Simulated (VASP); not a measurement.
# Rh (Cmcm) in VASP: single point with LDA

Aim: the single point of Rh with LDA.

Program: VASP 6.6.1. These are calculated values, not measurements. Logs are shortened: lines on timing, memory, paths and dates and some standing lists are left out, and cuts for length are marked.

**1. The cell of the first run**

It takes space group Cmcm (No. 63, orthorhombic). Conventional cell: a = 2.731 Å, b = 4.730 Å, c = 4.428 Å, α = 90.00°, β = 90.00°, γ = 90.00°. Within 3.5 Å of Rh (site symmetry m2m) lie 12 Rh at 2.63 to 2.77 Å.

**2. Single point, LDA (atom 1 (Rh) moved by (-0.150, +0.000) A along y and z)**

Contents of INCAR:

```
PREC = Accurate
ENCUT = 520
EDIFF = 1E-7
ISMEAR = 0
SIGMA = 0.15
LREAL = False
LASPH = True
NELM = 80
ALGO = Fast
ISIF = 2
LWAVE = False
LCHARG = True
GGA = CA
LELF = True
LVHAR = True
NBANDS = 22
```

Contents of KPOINTS:

```
regular mesh
0
Gamma
  21 21 12
```

Contents of POSCAR:

```
Rh
1.0
    2.7309790422      0.0000000000      0.0000000000
   -1.3654895211      2.3650972278      0.0000000000
    0.0000000000      0.0000000000      4.4284890000
Rh
2
Direct
    0.6349554968      0.2699109936      0.7500000000
    0.3333333333      0.6666666667      0.2500000000
```

Potentials or basis: VASP PAW LDA potentials, release 64 (Rh_pv).

Launch:

```bash
cat potpaw_LDA.64/Rh_pv/POTCAR > POTCAR
mpirun -np 1 vasp_std > vasp.out
```

OUTCAR:

```text
PREC = Accurate
   ENCUT = 520
   EDIFF = 1E-7
   ISMEAR = 0
   LREAL = False
   LASPH = True
   NELM = 80
   ISIF = 2
   GGA = CA

 ion  position               nearest neighbor table
   1  0.635  0.270  0.750-   2 2.63   2 2.63   2 2.77   2 2.77   2 2.77   2 2.77
   2  0.333  0.667  0.250-   1 2.63   1 2.63   1 2.77   1 2.77   1 2.77   1 2.77

  LATTYP: Found a hexagonal cell.
 ALAT       =     2.7309790422
 C/A-ratio  =     1.6215756077

  Lattice vectors:

 A1 = (   2.7309790422,   0.0000000000,   0.0000000000)
 A2 = (  -1.3654895211,   2.3650972278,   0.0000000000)
 A3 = (   0.0000000000,   0.0000000000,   4.4284890000)

Analysis of symmetry for initial positions (statically):
=====================================================================
 Subroutine PRICEL returns:
 Original cell was already a primitive cell.

 Routine SETGRP: Setting up the symmetry group for a
 hexagonal supercell.

 Subroutine GETGRP returns: Found  8 space group operations
 (whereof  2 operations were pure point group operations)
 out of a pool of 24 trial point group operations.

The static configuration has the point symmetry C_1h.
 The point group associated with its full space group is D_2h.

Analysis of symmetry for dynamics (positions and initial velocities):
=====================================================================
 Subroutine PRICEL returns:
 Original cell was already a primitive cell.

 Routine SETGRP: Setting up the symmetry group for a
 hexagonal supercell.

 Subroutine GETGRP returns: Found  8 space group operations
 (whereof  2 operations were pure point group operations)
 out of a pool of 24 trial point group operations.

The dynamic configuration has the point symmetry C_1h.
 The point group associated with its full space group is D_2h.

 Subroutine INISYM returns: Found  8 space group operations
 (whereof  2 operations are pure point group operations),
 and found     1 'primitive' translations

----------------------------------------------------------------------------------------

                                     Primitive cell

  volume of cell :      28.6037

  direct lattice vectors                    reciprocal lattice vectors
     2.730979042  0.000000000  0.000000000     0.366169049  0.211407799  0.000000000
    -1.365489521  2.365097228  0.000000000     0.000000000  0.422815599  0.000000000
     0.000000000  0.000000000  4.428489000     0.000000000  0.000000000  0.225810655
[... 76 lines left out ...]
   ISTART =      0    job   : 0-new  1-cont  2-samecut
   ICHARG =      2    charge: 1-file 2-atom 10-const
   ISPIN  =      1    spin polarized calculation?
   LNONCOLLINEAR =      F non collinear calculations
   LSORBIT =      F    spin-orbit coupling
   LASPH  =      T    aspherical Exc in radial PAW
   ENCUT  =  520.0 eV  38.22 Ry    6.18 a.u.   5.08  5.08  8.23*2*pi/ulx,y,z
   NELM   =     80;   NELMIN=  2; NELMDL= -5     # of ELM steps
   EDIFF  = 0.1E-06   stopping-criterion for ELM
   LREAL  =      F    real-space projection
   EDIFFG = 0.1E-05   stopping-criterion for IOM
   NSW    =      0    number of steps for IOM
   IBRION =     -1    ionic relax: 0-MD 1-quasi-New 2-CG
   NFREE  =      0    steps in history (QN), initial steepest desc. (CG)
   ISIF   =      2    stress and relaxation
   ISYM   =      2    0-nonsym 1-usesym 2-fastsym
   POTIM  = 0.5000    time-step for ionic-motion
   TEBEG  =    0.0;   TEEND  =   0.0 temperature during run
   PSTRESS=    0.0 pullay stress
   NELECT =      30.0000    total number of electrons
   NUPDOWN=      -1.0000    fix difference up-down
   EMIN   =  10.00;   EMAX   =-10.00  energy-range for DOS
   EFERMI =   0.00;   METHOD = LEGACY
   ISMEAR =     0;   SIGMA  =   0.15  broadening in eV -4-tet -1-fermi 0-gaus
   EFERMI_NEDOS =   21; number of points for ismear=-14 and -15
   IALGO  =     68    algorithm
   IMIX   =      4    mixing-type and parameters
     AMIX     =   0.40;   BMIX     =  1.00
     AMIX_MAG =   1.60;   BMIX_MAG =  1.00
  volume/ion in A,a.u.               =      14.30        96.51
  Fermi-wavevector in a.u.,A,eV,Ry     =   1.663314  3.143208 37.642066  2.766614
  Thomas-Fermi vector in A             =   2.750053
   LORBIT       =      0    0 simple, 1 ext, 2 COOP (PROOUT), +10 PAW based schemes
   GGA     = CA    functional components
   LHFCALC =     F    Hartree Fock is set to
   AEXX    =    0.0000 exact exchange contribution
   IVDW    =     0    specifies the selected vdW correction
   LEPSILON=     F    determine dielectric tensor
   LRPA    =     F    only Hartree local field effects (RPA)
 non-spin polarized calculation
 RMM-DIIS sequential band-by-band and
 Gauss-broadening in eV      SIGMA  =   0.15
  energy-cutoff  :      520.00
  volume of cell :       28.60
 maximum number of plane-waves:       786
   NGX = 11   NGY = 11   NGZ = 17

 number of electron      30.0000008 magnetization

 Free energy of the ion-electron system (eV)
  ---------------------------------------------------
  ext. energy  EPLUGINS =         0.00000000
  ---------------------------------------------------
  free energy    TOTEN  =       -17.13738077 eV

  energy without entropy =      -17.09641335  energy(sigma->0) =      -17.11689706

 E-fermi :  11.0778     XC(G=0): -14.0986

 val. band max:       11.0776978294   @ k =  -0.1429   0.3810   0.2500
 cond. band min:      11.0778726837   @ k =   0.4286   0.3810   0.3333
 fundamental gap:      0.0001748543
 Fermi energy:        11.0777530555

 k-point     1 :       0.0000    0.0000    0.0000
  band No.  band energies     occupation
      1     -35.7728      2.00000
      2     -35.2033      2.00000
      3     -35.1353      2.00000
      4     -35.0924      2.00000
      5     -35.0783      2.00000
      6     -35.0773      2.00000
[... 589 lines left out ...]
     21      29.2629      0.00000
     22      29.6055      0.00000

 [... further k-points ...]
[... 5 lines left out ...]
  --------------------------------------------------------------------------------------
  -------------------------------------------------------------------------------------
  Total       -3.4245124     -2.9283481     -3.2483713      0.0000000      0.0000000      0.0000000
  in kB     -191.8166904   -164.0251111   -181.9505254      0.0000000      0.0000000      0.0000000
  external PRESSURE =    -179.2641090 kB  Pullay stress =       0.0000000 kB

 VOLUME and BASIS-vectors are now :
 -----------------------------------------------------------------------------
  energy-cutoff  :      520.00
  volume of cell :       28.60
      direct lattice vectors                 reciprocal lattice vectors
     2.730979042  0.000000000  0.000000000     0.366169049  0.211407799  0.000000000
    -1.365489521  2.365097228  0.000000000     0.000000000  0.422815599  0.000000000
     0.000000000  0.000000000  4.428489000     0.000000000  0.000000000  0.225810655

 POSITION                                       TOTAL-FORCE (eV/Angst)
 -----------------------------------------------------------------------------------
      1.36549      0.63837      3.32137        -0.000000      0.561121      0.000000
     -0.00000      1.57673      1.10712         0.000000     -0.561121      0.000000
 -----------------------------------------------------------------------------------
    total drift:                               -0.000000      0.000002     -0.000000

  FREE ENERGIE OF THE ION-ELECTRON SYSTEM (eV)
  ---------------------------------------------------
  free  energy   TOTEN  =       -17.1373807651 eV

  energy  without entropy=      -17.0964133457  energy(sigma->0) =      -17.11689706
```

OSZICAR:

```text
N       E                     dE             d eps       ncg     rms          rms(c)
DAV:   1     0.326724314559E+03    0.32672E+03   -0.19034E+04 37348   0.158E+03
DAV:   2    -0.109820068238E+02   -0.33771E+03   -0.32569E+03 38648   0.473E+02
DAV:   3    -0.182142446946E+02   -0.72322E+01   -0.71882E+01 43376   0.782E+01
DAV:   4    -0.182624105815E+02   -0.48166E-01   -0.48160E-01 41818   0.644E+00
DAV:   5    -0.182631693040E+02   -0.75872E-03   -0.75872E-03 43916   0.839E-01    0.138E+01
RMM:   6    -0.171744562224E+02    0.10887E+01   -0.25964E+00 38345   0.133E+01    0.452E+00
RMM:   7    -0.171458734216E+02    0.28583E-01   -0.87863E-02 39557   0.222E+00    0.211E+00
RMM:   8    -0.171380399004E+02    0.78335E-02   -0.19117E-02 40941   0.144E+00    0.318E-01
RMM:   9    -0.171373490375E+02    0.69086E-03   -0.24895E-03 43471   0.452E-01    0.249E-02
RMM:  10    -0.171373794684E+02   -0.30431E-04   -0.21400E-04 44222   0.153E-01    0.125E-02
RMM:  11    -0.171373803715E+02   -0.90311E-06   -0.16742E-05 47238   0.401E-02    0.193E-03
RMM:  12    -0.171373807101E+02   -0.33859E-06   -0.39767E-06 50036   0.178E-02    0.117E-03
RMM:  13    -0.171373807651E+02   -0.55001E-07   -0.64078E-07 40234   0.720E-03
   1 F= -.17137381E+02 E0= -.17116897E+02  d E =-.409674E-01
```

stdout:

```text
POSCAR found type information on POSCAR Rh
 POSCAR found :  1 types and       2 ions
 scaLAPACK will be used
 LDA part: xc-table for (Slater(with rela. corr.)+CA(PZ))
 , standard interpolation
 POSCAR, INCAR and KPOINTS ok, starting setup
 FFT: planning ... GRIDC
 FFT: planning ... GRID_SOFT
 FFT: planning ... GRID
 WAVECAR not read
 entering main loop
```

Run time: 7.8 min. Hardware: 1 thread of Oxide Virtual Turin-like, shared host; peak memory 0.43 GiB.

What came out:

| Quantity | Value |
| --- | --- |
| Free energy | -17.1374 eV |
| Pressure | -17.9 GPa |
| Largest force | 0.561 eV/Å |
| Band gap on the k mesh | zero (bands 15 and 16 overlap by 2.27 eV) |

Forces in eV/Å, atoms in the order of the input:
```
Rh   0.000  0.561  0.000
Rh   0.000 -0.561  0.000
```

Levels at points of the mesh, in eV from the Fermi level:
| k point | band 11 | band 12 | band 13 | band 14 | band 15 | band 16 | band 17 | band 18 | band 19 | band 20 |
| --- | --- | --- | --- | --- | --- | --- | --- | --- | --- | --- |
| (0.00, 0.00, 0.00) | -2.79 | -2.48 | -2.19 | -2.09 | -1.42 | -0.23 | 0.44 | 0.72 | 8.17 | 15.84 |
| (0.00, 0.00, 0.50) | -3.01 | -3.01 | -2.85 | -2.85 | -0.54 | -0.54 | -0.30 | -0.30 | 14.63 | 14.63 |

Caveat: the cell differs from its parent crystal (atom 1 (Rh) moved by (-0.150, +0.000) A along y and z); the cell stands under tension.
